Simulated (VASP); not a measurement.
Write the native input for VASP 6.6.1 that does the following.

* Task: G0W0 quasiparticle levels
* Functional: PBE
* Potentials or basis: VASP PAW PBE potentials, release 64 (Cd_GW, Te_GW)
* Cutoff: 500 eV
* k mesh: 4 × 4 × 4
* Occupations: gaussian, width 0.01 eV
* Spin: no spin polarisation
* Dipole correction: no
* GW scheme: G0W0
* GW iterations: 1
* Cutoff of the response function: 150
* Frequency points: 96
* Empty bands: 301
* Further INCAR settings: ALGO = EVGW0; EDIFF = 1e-08; NBANDS = 310

CdTe:

```
Cd Te
1.0
     0.00000    3.44395    3.04502
     3.44395    0.00000    3.04502
     3.44395    3.44395    0.00000
Cd Te
1 1
Cartesian
  0.0000 0.0000 0.0000
  1.7220 1.7220 1.5225
```

These files were run (other wordings do the same):

POSCAR

```
CdTe
1.0
    0.0000000000      3.4439528717      3.0450158540
    3.4439528717      0.0000000000      3.0450158540
    3.4439528717      3.4439528717      0.0000000000
Cd Te
1 1
Direct
    0.0000000000      0.0000000000      0.0000000000
    0.2500000000      0.2500000000      0.2500000000
```

INCAR.step1

```
PREC     = Accurate       # precision mode
ENCUT    = 500            # plane-wave cutoff, eV
EDIFF    = 1E-8           # SCF threshold, eV
ISMEAR   = 0              # smearing method
SIGMA    = 0.01           # smearing width, eV
LREAL    = False          # projectors in reciprocal space
LASPH    = True           # aspherical terms in the spheres
NELM     = 100            # most SCF steps
ALGO     = Normal         # electronic algorithm
LWAVE    = True           # write WAVECAR
LCHARG   = False          # write CHGCAR
GGA      = PE             # functional
```

INCAR.step2

```
PREC     = Accurate       # precision mode
ENCUT    = 500            # plane-wave cutoff, eV
EDIFF    = 1E-8           # SCF threshold, eV
ISMEAR   = 0              # smearing method
SIGMA    = 0.01           # smearing width, eV
LREAL    = False          # projectors in reciprocal space
LASPH    = True           # aspherical terms in the spheres
NELM     = 1              # most SCF steps
ALGO     = Exact          # electronic algorithm
LWAVE    = True           # write WAVECAR
LCHARG   = False          # write CHGCAR
GGA      = PE             # functional
NBANDS   = 310            # bands
LOPTICS  = True           # frequency-dependent dielectric function
ISTART   = 1
```

INCAR.step3

```
PREC     = Accurate       # precision mode
ENCUT    = 500            # plane-wave cutoff, eV
EDIFF    = 1E-8           # SCF threshold, eV
ISMEAR   = 0              # smearing method
SIGMA    = 0.01           # smearing width, eV
LREAL    = False          # projectors in reciprocal space
LASPH    = True           # aspherical terms in the spheres
ALGO     = EVGW0          # electronic algorithm
LWAVE    = False          # write WAVECAR
LCHARG   = False          # write CHGCAR
GGA      = PE             # functional
NELMGW   = 1            
NBANDS   = 310            # bands
ENCUTGW  = 150.0          # cutoff of the response function
NOMEGA   = 96             # frequency points
PRECFOCK = Fast         
ISTART   = 1            
NBANDSGW = 17           
OMEGAMAX = 20
```

KPOINTS

```
Automatic mesh
0
Gamma
  4 4 4
```

Potentials or basis: VASP PAW PBE potentials, release 64 (Cd_GW, Te_GW).

Command:

```bash
$ cat potpaw_PBE.64/Cd_GW/POTCAR potpaw_PBE.64/Te_GW/POTCAR > POTCAR
$ cp INCAR.step1 INCAR
$ mpirun -np 1 vasp_std > vasp.out
$ cp INCAR.step2 INCAR
$ mpirun -np 1 vasp_std > vasp.out
$ cp INCAR.step3 INCAR
$ mpirun -np 1 vasp_std > vasp.out
```

Results of the run:

- Quasiparticle gap: 0.95 eV
- Least direct quasiparticle gap: 0.95 eV
- Band gap of the starting levels on the mesh: 0.33 eV
- Least direct gap of the starting levels on the mesh: 0.33 eV

Caveat: the k points lie up to 0.41 Å⁻¹ apart; bands, screening cutoff and mesh are small and nothing is extrapolated, so the quasiparticle values aren't converged; spin-orbit coupling is left out, which moves the levels of the heavy elements.

Run time: 14 min on 1 thread of AMD EPYC 9R45 96-Core Processor (Zen 5), on a shared host, peak memory 1.3 GiB.
